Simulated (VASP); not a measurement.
# YHg (Pm-3m) in VASP: single point with LDA

Aim: the single point of YHg with LDA.

Program: VASP 6.6.1. These are calculated values, not measurements. Logs are shortened: lines on timing, memory, paths and dates and some standing lists are left out, and cuts for length are marked.

### 1 The cell of the first run

It takes space group Pm-3m (No. 221, cubic). The conventional cell has a = 3.625 Å, b = 3.625 Å, c = 3.625 Å, α = 90.00°, β = 90.00°, γ = 90.00°. Y (site symmetry m-3m) has 8 Hg at 3.14 Å and 6 Y at 3.62 Å within 4.1 Å. Hg (site symmetry m-3m) has 8 Y at 3.14 Å and 6 Hg at 3.62 Å within 4.1 Å.

### 2 Single point, LDA, non-collinear spin, zero start, spin-orbit coupling

INCAR reads:

```
PREC = Accurate
ENCUT = 520
EDIFF = 1E-7
ISMEAR = -4
SIGMA = 0.1
LREAL = F
LASPH = T
NELM = 150
ALGO = Normal
ISIF = 2
LWAVE = F
LCHARG = F
MAGMOM = 0 0 0 0 0 0
LORBIT = 11
LSORBIT = T
GGA_COMPAT = F
LORBMOM = T
LMAXMIX = 4
GGA = CA
NBANDS = 35
```

KPOINTS reads:

```
Automatic mesh
0
Gamma
  10 10 10
```

POSCAR reads:

```
YHg
1.0
    3.6247344006      0.0000000000      0.0000000000
    0.0000000000      3.6247344006      0.0000000000
    0.0000000000      0.0000000000      3.6247344006
Y Hg
1 1
Direct
    0.5000000000      0.5000000000      0.5000000000
    0.0000000000      0.0000000000      0.0000000000
```

Potentials or basis: VASP PAW LDA potentials, release 64 (Y_sv, Hg).

Run with:

```
> cat potpaw_LDA.64/Y_sv/POTCAR potpaw_LDA.64/Hg/POTCAR > POTCAR
> mpirun -np 1 vasp_ncl > vasp.out
```

OUTCAR:

```text
PREC = Accurate
   ENCUT = 520
   EDIFF = 1E-7
   ISMEAR = -4
   LREAL = F
   LASPH = T
   NELM = 150
   ISIF = 2
   LORBIT = 11
   LSORBIT = T
   GGA = CA

 ion  position               nearest neighbor table
   1  0.500  0.500  0.500-   2 3.14   2 3.14   2 3.14   2 3.14   2 3.14   2 3.14   2 3.14   2 3.14

   2  0.000  0.000  0.000-   1 3.14   1 3.14   1 3.14   1 3.14   1 3.14   1 3.14   1 3.14   1 3.14

  LATTYP: Found a simple cubic cell.
 ALAT       =     3.6247344006

  Lattice vectors:

 A1 = (   3.6247344006,   0.0000000000,   0.0000000000)
 A2 = (   0.0000000000,   3.6247344006,   0.0000000000)
 A3 = (   0.0000000000,   0.0000000000,   3.6247344006)

Analysis of symmetry for initial positions (statically):
=====================================================================
 Subroutine PRICEL returns:
 Original cell was already a primitive cell.

 Routine SETGRP: Setting up the symmetry group for a
 simple cubic supercell.

 Subroutine GETGRP returns: Found 48 space group operations
 (whereof 48 operations were pure point group operations)
 out of a pool of 48 trial point group operations.

The static configuration has the point symmetry O_h .

Analysis of symmetry for dynamics (positions and initial velocities):
=====================================================================
 Subroutine PRICEL returns:
 Original cell was already a primitive cell.

 Routine SETGRP: Setting up the symmetry group for a
 simple cubic supercell.

 Subroutine GETGRP returns: Found 48 space group operations
 (whereof 48 operations were pure point group operations)
 out of a pool of 48 trial point group operations.

The dynamic configuration has the point symmetry O_h .

Analysis of structural, dynamic, and magnetic symmetry:
=====================================================================
 Subroutine PRICEL returns:
 Original cell was already a primitive cell.

 Routine SETGRP: Setting up the symmetry group for a
 simple cubic supercell.

 Subroutine GETGRP returns: Found 48 space group operations
 (whereof 48 operations were pure point group operations)
 out of a pool of 48 trial point group operations.

The overall configuration has the point symmetry O_h .

 Subroutine INISYM returns: Found 48 space group operations
 (whereof 48 operations are pure point group operations),
 and found     1 'primitive' translations

----------------------------------------------------------------------------------------

                                     Primitive cell

  volume of cell :      47.6243

  direct lattice vectors                    reciprocal lattice vectors
     3.624734401  0.000000000  0.000000000     0.275882283  0.000000000  0.000000000
     0.000000000  3.624734401  0.000000000     0.000000000  0.275882283  0.000000000
     0.000000000  0.000000000  3.624734401     0.000000000  0.000000000  0.275882283

  length of vectors
     3.624734401  3.624734401  3.624734401     0.275882283  0.275882283  0.275882283

  position of ions in fractional coordinates (direct lattice)
     0.500000000  0.500000000  0.500000000
     0.000000000  0.000000000  0.000000000

  ion indices of the primitive-cell ions
   primitive index   ion index
                 1           1
                 2           2

----------------------------------------------------------------------------------------

 KPOINTS: Automatic mesh

Automatic generation of k-mesh.
 Grid dimensions read from file:
 generate k-points for:   10   10   10

 Generating k-lattice:

  Cartesian coordinates                     Fractional coordinates (reciprocal lattice)
     0.027588228  0.000000000  0.000000000     0.100000000  0.000000000  0.000000000
     0.000000000  0.027588228  0.000000000     0.000000000  0.100000000  0.000000000
     0.000000000  0.000000000  0.027588228     0.000000000  0.000000000  0.100000000

[... 106 lines left out ...]
  free energy    TOTEN  =        -9.58912956 eV

  energy without entropy =       -9.58912956  energy(sigma->0) =       -9.58912956

 E-fermi :   4.1638     XC(G=0): -11.0901

 val. band max:        4.1430203797   @ k =   0.4000   0.3000   0.0000
 cond. band min:       4.1028764436   @ k =   0.5000   0.0000   0.0000
 fundamental gap:     -0.0401439361
 Fermi energy:         4.1637815678

 k-point     1 :       0.0000    0.0000    0.0000
  band No.  band energies     occupation
      1     -38.6543      1.00000
      2     -38.6543      1.00000
      3     -19.6243      1.00000
      4     -19.6243      1.00000
      5     -18.1853      1.00000
      6     -18.1853      1.00000
[... 901 lines left out ...]
     34      11.0499      0.00000
     35      12.3257      0.00000

 [... further k-points ...]

------------------------ aborting loop because EDIFF is reached ----------------------------------------

  FORCE on cell =-STRESS in cart. coord.  units (eV):
  Direction    XX          YY          ZZ          XY          YZ          ZX
  --------------------------------------------------------------------------------------
  -------------------------------------------------------------------------------------
  Total       -0.0431247     -0.0431247     -0.0431247      0.0000000      0.0000000     -0.0000000
  in kB       -1.4508012     -1.4508012     -1.4508012      0.0000000      0.0000000     -0.0000000
  external PRESSURE =      -1.4508012 kB  Pullay stress =       0.0000000 kB

 VOLUME and BASIS-vectors are now :
 -----------------------------------------------------------------------------
  energy-cutoff  :      520.00
  volume of cell :       47.62
      direct lattice vectors                 reciprocal lattice vectors
     3.624734401  0.000000000  0.000000000     0.275882283  0.000000000  0.000000000
     0.000000000  3.624734401  0.000000000     0.000000000  0.275882283  0.000000000
     0.000000000  0.000000000  3.624734401     0.000000000  0.000000000  0.275882283

 POSITION                                       TOTAL-FORCE (eV/Angst)
 -----------------------------------------------------------------------------------
      1.81237      1.81237      1.81237         0.000000      0.000000      0.000000
      0.00000      0.00000      0.00000         0.000000      0.000000      0.000000
 -----------------------------------------------------------------------------------
    total drift:                               -0.000000      0.000000      0.000000

  FREE ENERGIE OF THE ION-ELECTRON SYSTEM (eV)
  ---------------------------------------------------
  free  energy   TOTEN  =        -9.5891295587 eV

  energy  without entropy=       -9.5891295587  energy(sigma->0) =       -9.58912956

 orbital moment (x)

 # of ion     p       d       f       tot
 ------------------------------------------------
  1        -0.000   0.000  -0.000   0.000
  2        -0.000   0.000   0.000   0.000
 ------------------------------------------------
           -0.000   0.000  -0.000   0.000

 orbital moment (y)

 # of ion     p       d       f       tot
 ------------------------------------------------
  1        -0.000  -0.000   0.000  -0.000
  2         0.000   0.000   0.000   0.000
 ------------------------------------------------
           -0.000   0.000   0.000   0.000

 orbital moment (z)

 # of ion     p       d       f       tot
 ------------------------------------------------
  1         0.000   0.000  -0.000  -0.000
  2         0.000   0.000   0.000   0.000
 ------------------------------------------------
            0.000   0.000  -0.000  -0.000

 Spin-Orbit-Coupling matrix elements

 Ion:    1  E_soc:     -0.1013990
 l=   1
     0.0000000    -0.0169554    -0.0169554
    -0.0169554     0.0000000    -0.0169554
    -0.0169554    -0.0169554     0.0000000
 l=   2
     0.0000000    -0.0001142     0.0000000    -0.0001142     0.0001697
    -0.0001142     0.0000000     0.0001273    -0.0001142     0.0000424
     0.0000000     0.0001273     0.0000000     0.0001273     0.0000000
    -0.0001142    -0.0001142     0.0001273     0.0000000     0.0000424
     0.0001697     0.0000424     0.0000000     0.0000424     0.0000000
 l=   3
     0.0000000     0.0000000     0.0000000     0.0000000     0.0000000     0.0000000    -0.0000000
     0.0000000     0.0000000     0.0000000     0.0000000     0.0000000     0.0000001     0.0000000
     0.0000000     0.0000000     0.0000000    -0.0000000     0.0000000    -0.0000000     0.0000000
     0.0000000     0.0000000    -0.0000000     0.0000000    -0.0000000     0.0000000     0.0000000
     0.0000000     0.0000000     0.0000000    -0.0000000     0.0000000    -0.0000000     0.0000000
     0.0000000     0.0000001    -0.0000000     0.0000000    -0.0000000     0.0000000     0.0000000
    -0.0000000     0.0000000     0.0000000     0.0000000     0.0000000     0.0000000     0.0000000

 Ion:    2  E_soc:     -0.7468326
 l=   1
     0.0000000    -0.0506688    -0.0506688
    -0.0506688     0.0000000    -0.0506688
    -0.0506688    -0.0506688     0.0000000
 l=   2
     0.0000000    -0.0154118     0.0000000    -0.0154118    -0.0583915
    -0.0154118     0.0000000    -0.0437936    -0.0154118    -0.0145979
     0.0000000    -0.0437936     0.0000000    -0.0437936     0.0000000
    -0.0154118    -0.0154118    -0.0437936     0.0000000    -0.0145979
    -0.0583915    -0.0145979     0.0000000    -0.0145979     0.0000000
 l=   3
     0.0000000     0.0000000     0.0000000     0.0000000     0.0000000     0.0000000     0.0000000
     0.0000000     0.0000000     0.0000000     0.0000000     0.0000000     0.0000000     0.0000000
     0.0000000     0.0000000     0.0000000     0.0000000     0.0000000     0.0000000     0.0000000
     0.0000000     0.0000000     0.0000000     0.0000000     0.0000000     0.0000000     0.0000000
     0.0000000     0.0000000     0.0000000     0.0000000     0.0000000     0.0000000     0.0000000
     0.0000000     0.0000000     0.0000000     0.0000000     0.0000000     0.0000000     0.0000000
     0.0000000     0.0000000     0.0000000     0.0000000     0.0000000     0.0000000     0.0000000

 total charge

# of ion       s       p       d       f       tot
--------------------------------------------------
    1        2.227   6.364   0.932   0.026   9.549
    2        0.900   0.552   9.208   0.000  10.660
--------------------------------------------------
tot          3.128   6.916  10.140   0.026  20.209

 magnetization (x)

# of ion       s       p       d       f       tot
--------------------------------------------------
    1        0.000  -0.000   0.000  -0.000  -0.000
    2       -0.000   0.000   0.000   0.000   0.000
--------------------------------------------------
tot         -0.000  -0.000   0.000  -0.000  -0.000

 magnetization (y)

# of ion       s       p       d       f       tot
--------------------------------------------------
    1       -0.000   0.000   0.000   0.000  -0.000
    2        0.000  -0.000   0.000   0.000   0.000
--------------------------------------------------
tot         -0.000   0.000   0.000   0.000  -0.000

 magnetization (z)

# of ion       s       p       d       f       tot
--------------------------------------------------
    1        0.000   0.000   0.000   0.000   0.000
    2        0.000   0.000   0.000   0.000   0.000
--------------------------------------------------
tot          0.000   0.000   0.000   0.000   0.000
```

It took 3.1 min on 1 thread of Intel Xeon Platinum 8259CL at 2.50GHz (Skylake/Cascade Lake), shared host; peak memory 0.31 GiB.

Results:

* Free energy: -9.5891 eV
* Pressure: -0.1 GPa
* Net moment: 0.00 μB per cell
* Valence electrons inside the program's atomic spheres: Y 9.55; Hg 10.66

Moments on the atoms (μB; x, y, z):
```
Y   0.00 0.00 0.00
Hg  0.00 0.00 0.00
```
